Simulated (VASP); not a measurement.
# TiAl (P-6m2) in VASP: a series of runs

Runs on TiAl. Level: PBE. Tasks: single point.

All numbers are computed with VASP 6.6.1; they aren't measurements. Logs are shortened: lines on timing, memory, paths and dates and some standing lists are left out, and cuts for length are marked.

### Step 1. The cell of the first run

It takes space group P-6m2 (No. 187, hexagonal). The conventional cell has a = 2.809 Å, b = 2.809 Å, c = 4.509 Å, α = 90.00°, β = 90.00°, γ = 120.00°. Ti (site symmetry -6m2) has 6 Al at 2.78 Å and 6 Ti at 2.81 Å within 3.7 Å. Al (site symmetry -6m2) has 6 Ti at 2.78 Å and 6 Al at 2.81 Å within 3.7 Å.

### Step 2. Single point, PBE

The input, INCAR:

```
  ALGO = Fast
  EDIFF = 1E-7
  ENCUT = 520
  GGA = PE
  ISIF = 2
  ISMEAR = 0
  LASPH = True
  LCHARG = True
  LELF = True
  LREAL = False
  LVHAR = True
  LWAVE = False
  NBANDS = 14
  NELM = 100
  PREC = Accurate
  SIGMA = 0.15
```

The input, KPOINTS:

```
k-points
0
Gamma
  18 18 10
```

The input, POSCAR:

```
TiAl
1.0
    2.8089000000      0.0000000000      0.0000000000
   -1.4044500000      2.4325787567      0.0000000000
    0.0000000000      0.0000000000      4.5090000000
Ti Al
1 1
Direct
    0.0000000000      0.0000000000      0.0000000000
    0.3333333333      0.6666666667      0.5000000000
```

Potentials or basis: VASP PAW PBE potentials, release 64 (Ti_sv, Al).

Started as:

```sh
$ cat potpaw_PBE.64/Ti_sv/POTCAR potpaw_PBE.64/Al/POTCAR > POTCAR
$ mpirun -np 1 vasp_std > vasp.out
```

OUTCAR:

```text
EDIFF = 1E-7
   ENCUT = 520
   GGA = PE
   ISIF = 2
   ISMEAR = 0
   LASPH = True
   LREAL = False
   NELM = 100
   PREC = Accurate

 ion  position               nearest neighbor table
   1  0.000  0.000  0.000-   2 2.78   2 2.78   2 2.78   2 2.78   2 2.78   2 2.78
   2  0.333  0.667  0.500-   1 2.78   1 2.78   1 2.78   1 2.78   1 2.78   1 2.78

  LATTYP: Found a hexagonal cell.
 ALAT       =     2.8089000000
 C/A-ratio  =     1.6052547260

  Lattice vectors:

 A1 = (   2.8089000000,   0.0000000000,   0.0000000000)
 A2 = (  -1.4044500000,   2.4325787567,   0.0000000000)
 A3 = (   0.0000000000,   0.0000000000,   4.5090000000)

Analysis of symmetry for initial positions (statically):
=====================================================================
 Subroutine PRICEL returns:
 Original cell was already a primitive cell.

 Routine SETGRP: Setting up the symmetry group for a
 hexagonal supercell.

 Subroutine GETGRP returns: Found 12 space group operations
 (whereof 12 operations were pure point group operations)
 out of a pool of 24 trial point group operations.

The static configuration has the point symmetry D_3h.

Analysis of symmetry for dynamics (positions and initial velocities):
=====================================================================
 Subroutine PRICEL returns:
 Original cell was already a primitive cell.

 Routine SETGRP: Setting up the symmetry group for a
 hexagonal supercell.

 Subroutine GETGRP returns: Found 12 space group operations
 (whereof 12 operations were pure point group operations)
 out of a pool of 24 trial point group operations.

The dynamic configuration has the point symmetry D_3h.

 Subroutine INISYM returns: Found 12 space group operations
 (whereof 12 operations are pure point group operations),
 and found     1 'primitive' translations

----------------------------------------------------------------------------------------

                                     Primitive cell

  volume of cell :      30.8094

  direct lattice vectors                    reciprocal lattice vectors
     2.808900000  0.000000000  0.000000000     0.356011250  0.205543191  0.000000000
    -1.404450000  2.432578757  0.000000000     0.000000000  0.411086382  0.000000000
     0.000000000  0.000000000  4.509000000     0.000000000  0.000000000  0.221778665

  length of vectors
     2.808900000  2.808900000  4.509000000     0.411086382  0.411086382  0.221778665

  position of ions in fractional coordinates (direct lattice)
     0.000000000  0.000000000  0.000000000
     0.333333333  0.666666667  0.500000000

  ion indices of the primitive-cell ions
   primitive index   ion index
                 1           1
                 2           2

----------------------------------------------------------------------------------------

 KPOINTS: k-points

Automatic generation of k-mesh.
 Grid dimensions read from file:
 generate k-points for:   18   18   10

 Generating k-lattice:

  Cartesian coordinates                     Fractional coordinates (reciprocal lattice)
     0.019778403  0.011419066  0.000000000     0.055555556 -0.000000000  0.000000000
     0.000000000  0.022838132  0.000000000     0.000000000  0.055555556  0.000000000
     0.000000000  0.000000000  0.022177866     0.000000000  0.000000000  0.100000000

  Length of vectors
     0.022838132  0.022838132  0.022177866

  Shift w.r.t. Gamma in fractional coordinates (k-lattice)
     0.000000000  0.000000000  0.000000000

 Subroutine IBZKPT returns following result:
 ===========================================

 Found    222 irreducible k-points:

 Following reciprocal coordinates:
            Coordinates               Weight
  0.000000  0.000000  0.000000      1.000000
  0.055556  0.000000  0.000000      6.000000
  0.111111  0.000000  0.000000      6.000000
  0.166667 -0.000000  0.000000      6.000000
  0.222222 -0.000000  0.000000      6.000000
  0.277778 -0.000000  0.000000      6.000000
[... 16 lines left out ...]
  0.333333  0.111111  0.000000     12.000000
  0.388889  0.111111  0.000000     12.000000
 [... further k-points ...]
   k-points           NKPTS =    222   k-points in BZ     NKDIM =    222   number of bands    NBANDS=     14
   number of dos      NEDOS =    301   number of ions     NIONS =      2
   total plane-waves  NPLWV =  20736
   dimension x,y,z NGX =    24 NGY =   24 NGZ =   36
   dimension x,y,z NGXF=    48 NGYF=   48 NGZF=   72
   ions per type =               1   1
   NGX,Y,Z   is equivalent  to a cutoff of  14.20, 14.20, 13.27 a.u.
   NGXF,Y,Z  is equivalent  to a cutoff of  28.41, 28.41, 26.55 a.u.
 SYSTEM =  unknown system
   PREC   = accura    normal or accurate (medium, high low for compatibility)
   ISTART =      0    job   : 0-new  1-cont  2-samecut
   ICHARG =      2    charge: 1-file 2-atom 10-const
   ISPIN  =      1    spin polarized calculation?
   LNONCOLLINEAR =      F non collinear calculations
   LSORBIT =      F    spin-orbit coupling
   LASPH  =      T    aspherical Exc in radial PAW
   ENCUT  =  520.0 eV  38.22 Ry    6.18 a.u.   5.22  5.22  8.38*2*pi/ulx,y,z
   NELM   =    100;   NELMIN=  2; NELMDL= -5     # of ELM steps
   EDIFF  = 0.1E-06   stopping-criterion for ELM
   LREAL  =      F    real-space projection
   EDIFFG = 0.1E-05   stopping-criterion for IOM
   NSW    =      0    number of steps for IOM
   IBRION =     -1    ionic relax: 0-MD 1-quasi-New 2-CG
   NFREE  =      0    steps in history (QN), initial steepest desc. (CG)
   ISIF   =      2    stress and relaxation
   ISYM   =      2    0-nonsym 1-usesym 2-fastsym
   POTIM  = 0.5000    time-step for ionic-motion
   TEBEG  =    0.0;   TEEND  =   0.0 temperature during run
   PSTRESS=    0.0 pullay stress
   NELECT =      15.0000    total number of electrons
   NUPDOWN=      -1.0000    fix difference up-down
   EMIN   =  10.00;   EMAX   =-10.00  energy-range for DOS
   EFERMI =   0.00;   METHOD = LEGACY
   ISMEAR =     0;   SIGMA  =   0.15  broadening in eV -4-tet -1-fermi 0-gaus
   EFERMI_NEDOS =   21; number of points for ismear=-14 and -15
   IALGO  =     68    algorithm
   IMIX   =      4    mixing-type and parameters
     AMIX     =   0.40;   BMIX     =  1.00
     AMIX_MAG =   1.60;   BMIX_MAG =  1.00
  volume/ion in A,a.u.               =      15.40       103.96
  Fermi-wavevector in a.u.,A,eV,Ry     =   1.287886  2.433752 22.567310  1.658651
  Thomas-Fermi vector in A             =   2.419873
   LORBIT       =      0    0 simple, 1 ext, 2 COOP (PROOUT), +10 PAW based schemes
   GGA     = PE    functional components
   LHFCALC =     F    Hartree Fock is set to
   AEXX    =    0.0000 exact exchange contribution
   IVDW    =     0    specifies the selected vdW correction
   LEPSILON=     F    determine dielectric tensor
   LRPA    =     F    only Hartree local field effects (RPA)
 non-spin polarized calculation
 RMM-DIIS sequential band-by-band and
 Gauss-broadening in eV      SIGMA  =   0.15
  energy-cutoff  :      520.00
  volume of cell :       30.81
 maximum number of plane-waves:       844
 NGX is ok and might be reduce to    24
   NGX = 11   NGY = 11   NGZ = 17

 number of electron      14.9999999 magnetization

 Free energy of the ion-electron system (eV)
  ---------------------------------------------------
  ext. energy  EPLUGINS =         0.00000000
  ---------------------------------------------------
  free energy    TOTEN  =       -12.02019790 eV

  energy without entropy =      -11.99298425  energy(sigma->0) =      -12.00659108

 E-fermi :   8.6725     XC(G=0): -11.2658

 val. band max:        8.6718217729   @ k =   0.3333   0.2778   0.4000
 cond. band min:       8.6724966511   @ k =   0.1667  -0.0000   0.5000
 fundamental gap:      0.0006748782
 Fermi energy:         8.6724924469

 k-point     1 :       0.0000    0.0000    0.0000
  band No.  band energies     occupation
      1     -47.6827      2.00000
      2     -24.0195      2.00000
      3     -23.5277      2.00000
      4     -23.5277      2.00000
      5      -0.6057      2.00000
      6       6.3483      2.00000
      7       6.9436      2.00000
      8      10.0345      0.00000
      9      10.0345      0.00000
     10      11.6555      0.00000
     11      11.6555      0.00000
     12      13.1700      0.00000
     13      21.9855      0.00000
     14      21.9856      0.00000

 k-point     2 :       0.0556    0.0000    0.0000
  band No.  band energies     occupation
      1     -47.6791      2.00000
      2     -24.0159      2.00000
      3     -23.5496      2.00000
      4     -23.5326      2.00000
      5      -0.5252      2.00000
      6       6.4362      2.00000
      7       6.9452      2.00000
      8       9.9511      0.00000
      9      10.1026      0.00000
     10      11.6313      0.00000
     11      11.6786      0.00000
     12      13.1885      0.00000
     13      20.7258      0.00000
     14      21.2931      0.00000

 k-point     3 :       0.1111    0.0000    0.0000
  band No.  band energies     occupation
      1     -47.6686      2.00000
      2     -24.0057      2.00000
      3     -23.6125      2.00000
      4     -23.5467      2.00000
      5      -0.2852      2.00000
      6       6.6878      2.00000
      7       6.9494      2.00000
      8       9.7234      0.00000
      9      10.3027      0.00000
     10      11.5622      0.00000
     11      11.7495      0.00000
     12      13.2390      0.00000
     13      18.8411      0.00000
     14      20.3680      0.00000
[... 324 lines left out ...]
 k-point    23 :       0.3333    0.1111    0.0000
  band No.  band energies     occupation
      1     -47.5711      2.00000
      2     -24.1336      2.00000
      3     -23.9106      2.00000
      4     -23.7174      2.00000
      5       3.2872      2.00000
      6       7.0944      2.00000
      7       7.3843      2.00000
      8       8.1604      2.00000
      9      10.4727      0.00000
     10      11.7834      0.00000
     11      13.1239      0.00000
     12      13.3530      0.00000
     13      14.4930      0.00000
     14      15.5715      0.00000

 k-point    24 :       0.3889    0.1111    0.0000
  band No.  band energies     occupation
      1     -47.5610      2.00000
      2     -24.1845      2.00000
      3     -23.9008      2.00000
      4     -23.7351      2.00000
      5       4.2710      2.00000
      6       6.6329      2.00000
      7       7.1268      2.00000
      8       7.8238      2.00000
      9      10.3398      0.00000
     10      12.0414      0.00000
     11      13.1365      0.00000
     12      13.6705      0.00000
     13      14.5765      0.00000
     14      15.7759      0.00000

 [... further k-points ...]

------------------------ aborting loop because EDIFF is reached ----------------------------------------

  FORCE on cell =-STRESS in cart. coord.  units (eV):
  Direction    XX          YY          ZZ          XY          YZ          ZX
  --------------------------------------------------------------------------------------
  -------------------------------------------------------------------------------------
  Total        1.7686978      1.7686978      2.2882057      0.0000000      0.0000000      0.0000000
  in kB       91.9773291     91.9773291    118.9932199      0.0000000      0.0000000      0.0000000
  external PRESSURE =     100.9826261 kB  Pullay stress =       0.0000000 kB

 VOLUME and BASIS-vectors are now :
 -----------------------------------------------------------------------------
  energy-cutoff  :      520.00
  volume of cell :       30.81
      direct lattice vectors                 reciprocal lattice vectors
     2.808900000  0.000000000  0.000000000     0.356011250  0.205543191  0.000000000
    -1.404450000  2.432578757  0.000000000     0.000000000  0.411086382  0.000000000
     0.000000000  0.000000000  4.509000000     0.000000000  0.000000000  0.221778665

 POSITION                                       TOTAL-FORCE (eV/Angst)
 -----------------------------------------------------------------------------------
      0.00000      0.00000      0.00000         0.000000      0.000000      0.000000
     -0.00000      1.62172      2.25450        -0.000000      0.000000      0.000000
 -----------------------------------------------------------------------------------
    total drift:                                0.000000     -0.000000      0.000000

  FREE ENERGIE OF THE ION-ELECTRON SYSTEM (eV)
  ---------------------------------------------------
  free  energy   TOTEN  =       -12.0201979027 eV

  energy  without entropy=      -11.9929842475  energy(sigma->0) =      -12.00659108
```

It took 2.7 min on 1 thread of AMD EPYC 9R45 (Zen 5), shared host; peak memory 0.2 GiB.

What came out:

```
Free energy            : -12.0202 eV
Pressure               : 10.1 GPa
Band gap on the k mesh : zero (an odd number of electrons rules out a gap without spin polarisation)
```

Caveat: the cell stands under pressure.

### Step 3. Single point, PBE

This run uses another cell than the first one, of 15.48 Å³/atom.

The input, INCAR:

```
SYSTEM = TiAl
  PREC = Accurate
  ENCUT = 520
  EDIFF = 1E-7
  ISMEAR = 0
  SIGMA = 0.15
  LREAL = .False.
  LASPH = .True.
  NELM = 60
  ALGO = Normal
  ISIF = 2
  LWAVE = .False.
  LCHARG = .False.
  GGA = PE
  NBANDS = 14
```

The input, KPOINTS:

```
Automatic mesh
0
Gamma
  18 18 10
  0 0 0
```

The input, POSCAR:

```
TiAl
1.0
    2.7729000000      0.0000000000      0.0000000000
   -1.3864500000      2.4014018422      0.0000000000
    0.0000000000      0.0000000000      4.6484095146
Ti Al
1 1
Direct
    0.0000000000      0.0000000000      0.0000000000
    0.3333333333      0.6666666667      0.5000000000
```

Potentials or basis: VASP PAW PBE potentials, release 64 (Ti_sv, Al).

Started as:

```sh
$ cat potpaw_PBE.64/Ti_sv/POTCAR potpaw_PBE.64/Al/POTCAR > POTCAR
$ mpirun -np 1 vasp_std > vasp.out
```

Wall time 58 s (1 thread of AMD EPYC 9R45 (Zen 5), shared host); peak memory 0.2 GiB.

It converged, with:

* Free energy: -12.0223 eV
* Pressure: 8.8 GPa
* Band gap on the k mesh: zero (an odd number of electrons rules out a gap without spin polarisation)

Stress tensor (GPa, compression positive):
```
10.58  0.00  0.00
 0.00 10.58  0.00
 0.00  0.00  5.38
```

Levels at points of the mesh, in eV from the Fermi level:
```
           k point  band 5  band 6  band 7  band 8  band 9  band 10
(0.00, 0.00, 0.00)   -9.38   -2.50   -2.12    1.37    1.37     3.09
(0.50, 0.00, 0.00)   -3.87   -2.79   -1.74   -1.18    2.33     4.19
(0.00, 0.00, 0.50)   -8.48   -5.51   -0.66    1.38    1.38     3.02
(0.50, 0.00, 0.50)   -3.83   -2.53   -2.00    0.70    0.95     2.15
```

Caveat: the cell stands under pressure.

### Step 4. Single point, PBE

This run uses another cell than the first one, of 15.37 Å³/atom.

The input, INCAR:

```
SYSTEM = TiAl
PREC = Accurate
ENCUT = 520
EDIFF = 1E-7
ISMEAR = 0
SIGMA = 0.15
LREAL = .FALSE.
LASPH = .TRUE.
NELM = 100
ALGO = Fast
ISIF = 2
LWAVE = .FALSE.
LCHARG = .FALSE.
GGA = PE
NBANDS = 14
```

The input, KPOINTS:

```
Automatic mesh
0
G
  18 18 10
  0 0 0
```

The input, POSCAR:

```
TiAl
1.0
    2.8809683428      0.0000000000      0.0000000000
   -1.4404841714      2.4949917724      0.0000000000
    0.0000000000      0.0000000000      4.2765000000
Ti Al
1 1
Direct
    0.0000000000      0.0000000000      0.0000000000
    0.3333333333      0.6666666667      0.5000000000
```

Started as:

```sh
$ cat potpaw_PBE.64/Ti_sv/POTCAR potpaw_PBE.64/Al/POTCAR > POTCAR
$ mpirun -np 1 vasp_std > vasp.out
```

Run time: 2.2 min. Hardware: 1 thread of AMD EPYC 9R45 (Zen 5), shared host; peak memory 0.19 GiB.

Results (log left out):

* Free energy: -11.9291 eV
* Pressure: 12.3 GPa
* Band gap on the k mesh: zero (an odd number of electrons rules out a gap without spin polarisation)

Stress tensor (GPa, compression positive):
```
 7.62  0.00  0.00
 0.00  7.62  0.00
 0.00  0.00 21.60
```

Levels at points of the mesh, in eV from the Fermi level:
| k point | band 6 | band 7 | band 8 | band 9 | band 10 | band 11 |
| --- | --- | --- | --- | --- | --- | --- |
| (0.00, 0.00, 0.00) | -2.06 | -0.99 | 1.28 | 1.28 | 2.72 | 2.72 |
| (0.50, 0.00, 0.00) | -3.04 | -1.57 | -0.98 | 2.01 | 4.00 | 4.65 |
| (0.00, 0.00, 0.50) | -5.25 | 0.05 | 1.31 | 1.31 | 2.55 | 2.55 |
| (0.50, 0.00, 0.50) | -2.32 | -1.92 | 0.53 | 1.21 | 1.64 | 3.99 |

Caveat: the cell stands under pressure.

[end of part 1 of 2]
